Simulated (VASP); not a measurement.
# ZrS (I4/mmm) in VASP: notebook

ZrS is run at these levels: PBEsol; tasks: single point.

Everything below comes from runs of VASP 6.6.1. Logs are shortened: lines on timing, memory, paths and dates and some standing lists are left out, and cuts for length are marked.

## (1) The cell of the first run

Symmetry: I4/mmm, No. 139, tetragonal system. Conventional cell: a = 3.712 Å, b = 3.712 Å, c = 5.171 Å, α = 90.00°, β = 90.00°, γ = 90.00°. Within 3.4 Å of Zr (site symmetry 4/mmm) lie 6 S at 2.59 to 2.62 Å. Within 3.4 Å of S (site symmetry 4/mmm) lie 6 Zr at 2.59 to 2.62 Å.

## (2) Single point, PBEsol (strain +0.000 along x and y, -0.015 along z)

INCAR reads:

```
  ALGO = Normal
  EDIFF = 1E-7
  ENCUT = 520
  GGA = PS
  ISIF = 2
  ISMEAR = 0
  LASPH = T
  LCHARG = T
  LELF = T
  LREAL = F
  LVHAR = T
  LWAVE = F
  NBANDS = 16
  NELM = 60
  PREC = Accurate
  SIGMA = 0.15
```

KPOINTS reads:

```
k-points
0
Gamma
  16 16 16
```

POSCAR reads:

```
ZrS
1.0
    0.0000000000      2.6250000000      2.5856250000
    2.6250000000      0.0000000000      2.5856250000
    2.6250000000      2.6250000000      0.0000000000
Zr S
1 1
Direct
    0.0000000000      0.0000000000      0.0000000000
    0.5000000000      0.5000000000      0.5000000000
```

Potentials or basis: VASP PAW PBE potentials, release 64 (Zr_sv, S).

Launch:

```console
> cat potpaw_PBE.64/Zr_sv/POTCAR potpaw_PBE.64/S/POTCAR > POTCAR
> mpirun -np 1 vasp_std > vasp.out
```

OUTCAR:

```text
EDIFF = 1E-7
   ENCUT = 520
   GGA = PS
   ISIF = 2
   ISMEAR = 0
   LASPH = T
   LREAL = F
   NELM = 60
   PREC = Accurate

 ion  position               nearest neighbor table
   1  0.000  0.000  0.000-   2 2.59   2 2.59   2 2.62   2 2.62   2 2.62   2 2.62
   2  0.500  0.500  0.500-   1 2.59   1 2.59   1 2.62   1 2.62   1 2.62   1 2.62

  LATTYP: Found a body centered tetragonal cell.
 ALAT       =     3.7123106012
 C/A-ratio  =     1.3930003589

  Lattice vectors:

 A1 = (   0.0000000000,  -2.6250000000,  -2.5856250000)
 A2 = (   0.0000000000,   2.6250000000,  -2.5856250000)
 A3 = (   2.6250000000,   0.0000000000,   2.5856250000)

Analysis of symmetry for initial positions (statically):
=====================================================================
 Subroutine PRICEL returns:
 Original cell was already a primitive cell.

 Routine SETGRP: Setting up the symmetry group for a
 body centered tetragonal supercell.

 Subroutine GETGRP returns: Found 16 space group operations
 (whereof 16 operations were pure point group operations)
 out of a pool of 16 trial point group operations.

The static configuration has the point symmetry D_4h.

Analysis of symmetry for dynamics (positions and initial velocities):
=====================================================================
 Subroutine PRICEL returns:
 Original cell was already a primitive cell.

 Routine SETGRP: Setting up the symmetry group for a
 body centered tetragonal supercell.

 Subroutine GETGRP returns: Found 16 space group operations
 (whereof 16 operations were pure point group operations)
 out of a pool of 16 trial point group operations.

The dynamic configuration has the point symmetry D_4h.

 Subroutine INISYM returns: Found 16 space group operations
 (whereof 16 operations are pure point group operations),
 and found     1 'primitive' translations

----------------------------------------------------------------------------------------

                                     Primitive cell

  volume of cell :      35.6331

  direct lattice vectors                    reciprocal lattice vectors
     0.000000000  2.625000000  2.585625000    -0.190476190  0.190476190  0.193376843
     2.625000000  0.000000000  2.585625000     0.190476190 -0.190476190  0.193376843
     2.625000000  2.625000000  0.000000000     0.190476190  0.190476190 -0.193376843

  length of vectors
     3.684573468  3.684573468  3.712310601     0.331597590  0.331597590  0.331597590

  position of ions in fractional coordinates (direct lattice)
     0.000000000  0.000000000  0.000000000
     0.500000000  0.500000000  0.500000000

  ion indices of the primitive-cell ions
   primitive index   ion index
                 1           1
                 2           2

----------------------------------------------------------------------------------------

 KPOINTS: k-points

Automatic generation of k-mesh.
 Grid dimensions read from file:
 generate k-points for:   16   16   16

 Generating k-lattice:

  Cartesian coordinates                     Fractional coordinates (reciprocal lattice)
    -0.011904762  0.011904762  0.012086053     0.062500000  0.000000000  0.000000000
     0.011904762 -0.011904762  0.012086053     0.000000000  0.062500000  0.000000000
     0.011904762  0.011904762 -0.012086053     0.000000000  0.000000000  0.062500000

  Length of vectors
     0.020724849  0.020724849  0.020724849

  Shift w.r.t. Gamma in fractional coordinates (k-lattice)
     0.000000000  0.000000000  0.000000000

 Subroutine IBZKPT returns following result:
 ===========================================

 Found    349 irreducible k-points:

 Following reciprocal coordinates:
            Coordinates               Weight
  0.000000  0.000000  0.000000      1.000000
  0.062500  0.000000  0.000000      8.000000
  0.125000  0.000000  0.000000      8.000000
  0.187500  0.000000  0.000000      8.000000
  0.250000  0.000000  0.000000      8.000000
  0.312500  0.000000  0.000000      8.000000
[... 16 lines left out ...]
 -0.125000  0.062500  0.000000      8.000000
 -0.062500  0.062500  0.000000      4.000000
 [... further k-points ...]
   k-points           NKPTS =    349   k-points in BZ     NKDIM =    349   number of bands    NBANDS=     16
   number of dos      NEDOS =    301   number of ions     NIONS =      2
   total plane-waves  NPLWV =  21952
   dimension x,y,z NGX =    28 NGY =   28 NGZ =   28
   dimension x,y,z NGXF=    56 NGYF=   56 NGZF=   56
   ions per type =               1   1
   NGX,Y,Z   is equivalent  to a cutoff of  12.63, 12.63, 12.54 a.u.
   NGXF,Y,Z  is equivalent  to a cutoff of  25.27, 25.27, 25.08 a.u.
 SYSTEM =  unknown system
   PREC   = accura    normal or accurate (medium, high low for compatibility)
   ISTART =      0    job   : 0-new  1-cont  2-samecut
   ICHARG =      2    charge: 1-file 2-atom 10-const
   ISPIN  =      1    spin polarized calculation?
   LNONCOLLINEAR =      F non collinear calculations
   LSORBIT =      F    spin-orbit coupling
   LASPH  =      T    aspherical Exc in radial PAW
   ENCUT  =  520.0 eV  38.22 Ry    6.18 a.u.   6.85  6.85  6.90*2*pi/ulx,y,z
   NELM   =     60;   NELMIN=  2; NELMDL= -5     # of ELM steps
   EDIFF  = 0.1E-06   stopping-criterion for ELM
   LREAL  =      F    real-space projection
   EDIFFG = 0.1E-05   stopping-criterion for IOM
   NSW    =      0    number of steps for IOM
   IBRION =     -1    ionic relax: 0-MD 1-quasi-New 2-CG
   NFREE  =      0    steps in history (QN), initial steepest desc. (CG)
   ISIF   =      2    stress and relaxation
   ISYM   =      2    0-nonsym 1-usesym 2-fastsym
   POTIM  = 0.5000    time-step for ionic-motion
   TEBEG  =    0.0;   TEEND  =   0.0 temperature during run
   PSTRESS=    0.0 pullay stress
   NELECT =      18.0000    total number of electrons
   NUPDOWN=      -1.0000    fix difference up-down
   EMIN   =  10.00;   EMAX   =-10.00  energy-range for DOS
   EFERMI =   0.00;   METHOD = LEGACY
   ISMEAR =     0;   SIGMA  =   0.15  broadening in eV -4-tet -1-fermi 0-gaus
   EFERMI_NEDOS =   21; number of points for ismear=-14 and -15
   IALGO  =     38    algorithm
   IMIX   =      4    mixing-type and parameters
     AMIX     =   0.40;   BMIX     =  1.00
     AMIX_MAG =   1.60;   BMIX_MAG =  1.00
  volume/ion in A,a.u.               =      17.82       120.23
  Fermi-wavevector in a.u.,A,eV,Ry     =   1.303810  2.463844 23.128820  1.699920
  Thomas-Fermi vector in A             =   2.434787
   LORBIT       =      0    0 simple, 1 ext, 2 COOP (PROOUT), +10 PAW based schemes
   GGA     = PS    functional components
   LHFCALC =     F    Hartree Fock is set to
   AEXX    =    0.0000 exact exchange contribution
   IVDW    =     0    specifies the selected vdW correction
   LEPSILON=     F    determine dielectric tensor
   LRPA    =     F    only Hartree local field effects (RPA)
 non-spin polarized calculation
 Gauss-broadening in eV      SIGMA  =   0.15
  energy-cutoff  :      520.00
  volume of cell :       35.63
 maximum number of plane-waves:       982
   NGX = 13   NGY = 13   NGZ = 13

 number of electron      17.9999999 magnetization

 Free energy of the ion-electron system (eV)
  ---------------------------------------------------
  ext. energy  EPLUGINS =         0.00000000
  ---------------------------------------------------
  free energy    TOTEN  =       -16.50048882 eV

  energy without entropy =      -16.48654866  energy(sigma->0) =      -16.49351874

 E-fermi :  10.7949     XC(G=0): -11.5329

 val. band max:       10.7863334700   @ k =  -0.2500   0.4375   0.1875
 cond. band min:      10.7953623868   @ k =  -0.3125   0.4375   0.2500
 fundamental gap:      0.0090289168
 Fermi energy:        10.7949062172

 k-point     1 :       0.0000    0.0000    0.0000
  band No.  band energies     occupation
      1     -39.0590      2.00000
      2     -17.0626      2.00000
      3     -17.0531      2.00000
      4     -17.0531      2.00000
      5      -5.0978      2.00000
      6       7.2602      2.00000
[... 8 lines left out ...]
     15      17.9195      0.00000
     16      23.1444      0.00000

 k-point     2 :       0.0625    0.0000    0.0000
  band No.  band energies     occupation
      1     -39.0579      2.00000
      2     -17.0730      2.00000
      3     -17.0587      2.00000
      4     -17.0545      2.00000
      5      -5.0461      2.00000
      6       6.9474      2.00000
[... 8 lines left out ...]
     15      18.0932      0.00000
     16      22.8476      0.00000

 k-point     3 :       0.1250    0.0000    0.0000
  band No.  band energies     occupation
      1     -39.0548      2.00000
      2     -17.1139      2.00000
      3     -17.0630      2.00000
      4     -17.0586      2.00000
      5      -4.8959      2.00000
      6       6.2237      2.00000
[... 8 lines left out ...]
     15      18.5430      0.00000
     16      22.0751      0.00000

 k-point     4 :       0.1875    0.0000    0.0000
  band No.  band energies     occupation
      1     -39.0502      2.00000
      2     -17.1757      2.00000
      3     -17.0679      2.00000
      4     -17.0646      2.00000
      5      -4.6629      2.00000
      6       5.3803      2.00000
[... 8 lines left out ...]
     15      18.9474      0.00000
     16      21.4732      0.00000
[... 324 lines left out ...]
 k-point    22 :      -0.1875    0.0625    0.0000
  band No.  band energies     occupation
      1     -39.0478      2.00000
      2     -17.1972      2.00000
      3     -17.0856      2.00000
      4     -17.0624      2.00000
      5      -4.5522      2.00000
      6       4.9850      2.00000
[... 8 lines left out ...]
     15      19.0513      0.00000
     16      20.3293      0.00000

 k-point    23 :      -0.1250    0.0625    0.0000
  band No.  band energies     occupation
      1     -39.0527      2.00000
      2     -17.1333      2.00000
      3     -17.0790      2.00000
      4     -17.0571      2.00000
      5      -4.7962      2.00000
      6       5.7430      2.00000
[... 8 lines left out ...]
     15      18.8297      0.00000
     16      21.1324      0.00000

 k-point    24 :      -0.0625    0.0625    0.0000
  band No.  band energies     occupation
      1     -39.0562      2.00000
      2     -17.0872      2.00000
      3     -17.0718      2.00000
      4     -17.0543      2.00000
      5      -4.9668      2.00000
      6       6.4466      2.00000
[... 8 lines left out ...]
     15      18.3591      0.00000
     16      22.1116      0.00000

 [... further k-points ...]
[... 5 lines left out ...]
  --------------------------------------------------------------------------------------
  -------------------------------------------------------------------------------------
  Total       -1.2625423     -1.2625423     -0.3532047      0.0000000      0.0000000      0.0000000
  in kB      -56.7678421    -56.7678421    -15.8811841      0.0000000      0.0000000      0.0000000
  external PRESSURE =     -43.1389561 kB  Pullay stress =       0.0000000 kB

 VOLUME and BASIS-vectors are now :
 -----------------------------------------------------------------------------
  energy-cutoff  :      520.00
  volume of cell :       35.63
      direct lattice vectors                 reciprocal lattice vectors
     0.000000000  2.625000000  2.585625000    -0.190476190  0.190476190  0.193376843
     2.625000000  0.000000000  2.585625000     0.190476190 -0.190476190  0.193376843
     2.625000000  2.625000000  0.000000000     0.190476190  0.190476190 -0.193376843

 POSITION                                       TOTAL-FORCE (eV/Angst)
 -----------------------------------------------------------------------------------
      0.00000      0.00000      0.00000         0.000000     -0.000000      0.000000
      2.62500      2.62500      2.58562         0.000000      0.000000      0.000000
 -----------------------------------------------------------------------------------
    total drift:                                0.000000      0.000000      0.000000

  FREE ENERGIE OF THE ION-ELECTRON SYSTEM (eV)
  ---------------------------------------------------
  free  energy   TOTEN  =       -16.5004888175 eV

  energy  without entropy=      -16.4865486630  energy(sigma->0) =      -16.49351874
```

It took 82 s on 1 thread of Intel Xeon 6975P-C (Granite Rapids), shared host; peak memory 0.31 GiB.

Results:

- Free energy: -16.5005 eV
- Pressure: -4.3 GPa
- Band gap on the k mesh: zero (band 9 reaches 12.26 eV, above the bottom of band 10 at 9.35 eV)

Stress tensor (GPa, compression positive):
```
-5.68  0.00  0.00
 0.00 -5.68  0.00
 0.00  0.00 -1.59
```

Caveat: the cell differs from its parent crystal (strain +0.000 along x and y, -0.015 along z); the PAW data sets were made with another functional, which shifts forces and pressure a little.

## (3) Single point, PBEsol (strain -0.015 along x and y, +0.015 along z)

INCAR reads:

```
SYSTEM = ZrS
ALGO = Normal
EDIFF = 1E-6
ENCUT = 520
GGA = PS
ISIF = 2
ISMEAR = 0
LASPH = .TRUE.
LCHARG = .FALSE.
LREAL = .FALSE.
LWAVE = .FALSE.
NBANDS = 16
NELM = 100
PREC = Accurate
SIGMA = 0.15
```

KPOINTS reads:

```
k-points
0
G
  16 16 16
  0 0 0
```

POSCAR reads:

```
ZrS
1.0
    0.0000000000      2.5856250000      2.6643750000
    2.5856250000      0.0000000000      2.6643750000
    2.5856250000      2.5856250000      0.0000000000
Zr S
1 1
Direct
    0.0000000000      0.0000000000      0.0000000000
    0.5000000000      0.5000000000      0.5000000000
```

Potentials or basis: VASP PAW PBE potentials, release 64 (Zr_sv, S).

Launch:

```console
> cat potpaw_PBE.64/Zr_sv/POTCAR potpaw_PBE.64/S/POTCAR > POTCAR
> mpirun -np 1 vasp_std > vasp.out
```

Run time: 71 s. Hardware: 1 thread of Intel Xeon 6975P-C (Granite Rapids), shared host; peak memory 0.31 GiB.

It converged, with:

```
Free energy            : -16.4890 eV
Pressure               : -4.0 GPa
Band gap on the k mesh : zero (band 9 reaches 12.24 eV, above the bottom of band 10 at 9.51 eV)
```

Stress tensor (GPa, compression positive):
```
-1.64  0.00  0.00
 0.00 -1.64  0.00
 0.00  0.00 -8.79
```

Levels at points of the mesh, in eV from the Fermi level:
```tsv
k point	band 5	band 6	band 7	band 8	band 9	band 10	band 11	band 12	band 13	band 14
(0.00, 0.00, 0.00)	-15.89	-3.56	-3.49	-3.49	-1.60	-1.28	-1.28	-0.80	-0.64	1.98
(0.50, 0.00, 0.00)	-14.27	-8.10	-6.04	-6.01	1.46	1.56	1.85	1.89	5.48	5.69
(0.50, 0.50, 0.00)	-15.05	-6.40	-4.37	-4.37	-3.54	0.43	2.44	2.44	2.88	3.37
(0.50, 0.00, 0.50)	-15.01	-6.21	-4.51	-4.50	-3.51	0.55	2.30	2.53	2.86	3.41
```

Caveat: the cell differs from its parent crystal (strain -0.015 along x and y, +0.015 along z); the PAW data sets were made with another functional, which shifts forces and pressure a little.
